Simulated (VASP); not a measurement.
**Si16CO: single point with PBE**

The system is Si16CO, a slab with vacuum.

```
Si C O
1.0
     7.73541    0.00000    0.00000
     0.00000    7.73541    0.00000
     0.00000    0.00000   22.11192
Si C O
16 1 1
Direct
  0.00000 0.25000 0.18090
  0.00000 0.75000 0.18090
  0.50000 0.25000 0.18090
  0.50000 0.75000 0.18090
  0.00000 0.00000 0.24274
  0.00000 0.50000 0.24274
  0.50000 0.00000 0.24274
  0.50000 0.50000 0.24274
  0.25000 0.00000 0.30620
  0.25000 0.50000 0.30620
  0.75000 0.00000 0.30620
  0.75000 0.50000 0.30620
  0.25000 0.25000 0.36686
  0.25000 0.75000 0.36686
  0.75000 0.25000 0.36686
  0.75000 0.75000 0.36686
  0.50000 0.75000 0.32570
  0.60604 0.85604 0.32570
```

- Program: VASP 6.6.1
- Task: single point
- Functional: PBE
- Potentials or basis: VASP PAW PBE potentials, release 64 (Si, C, O)
- Cutoff: 520 eV
- k mesh: 4 × 4 × 1
- Occupations: gaussian, width 0.05 eV
- Spin: no spin polarisation

```yaml
Largest_force: 14.463 eV/Å
Band_gap_on_the_k_mesh: zero (bands 37 and 38 overlap by 0.33 eV)
```

Forces in eV/Å, atoms in the order of the input:
```
Si   -0.178   0.075   0.200
Si    0.095  -0.096   0.226
Si    0.114  -0.097   0.007
Si   -0.038   0.177   0.280
Si    0.162  -0.180  -0.301
Si    0.191  -0.170  -0.323
Si   -0.652   1.613  -2.517
Si   -0.043   0.233   0.138
Si   -0.323   0.470  -0.237
Si   -0.494  -0.531  -0.237
Si    3.153   4.138  -2.192
Si   -0.007  -0.743  -0.489
Si   -0.051   0.027   0.076
Si    1.869  -0.070  -0.521
Si   -0.069   0.113   0.558
Si    4.179  -3.434   4.111
C   -10.739  -9.595   1.331
O     2.832   8.069  -0.111
```

Levels at points of the mesh, in eV from the Fermi level:
| k point | band 33 | band 34 | band 35 | band 36 | band 37 | band 38 | band 39 | band 40 | band 41 | band 42 |
| --- | --- | --- | --- | --- | --- | --- | --- | --- | --- | --- |
| (0.00, 0.00, 0.00) | -0.87 | -0.77 | -0.35 | -0.23 | 0.03 | 0.06 | 0.32 | 0.63 | 0.77 | 1.25 |
| (0.50, 0.00, 0.00) | -0.83 | -0.70 | -0.63 | -0.30 | 0.19 | 0.29 | 0.50 | 0.82 | 0.86 | 0.92 |
| (0.00, 0.50, 0.00) | -0.68 | -0.65 | -0.46 | -0.33 | -0.18 | -0.14 | -0.03 | 0.04 | 0.66 | 1.28 |
| (0.50, 0.50, 0.00) | -0.52 | -0.43 | -0.42 | -0.35 | -0.05 | 0.14 | 0.36 | 0.53 | 0.64 | 0.73 |

Run time: 24 min on 1 thread of Intel(R) Xeon(R) Platinum 8375C CPU @ 2.90GHz (Ice Lake), on a shared host, peak memory 1.3 GiB.
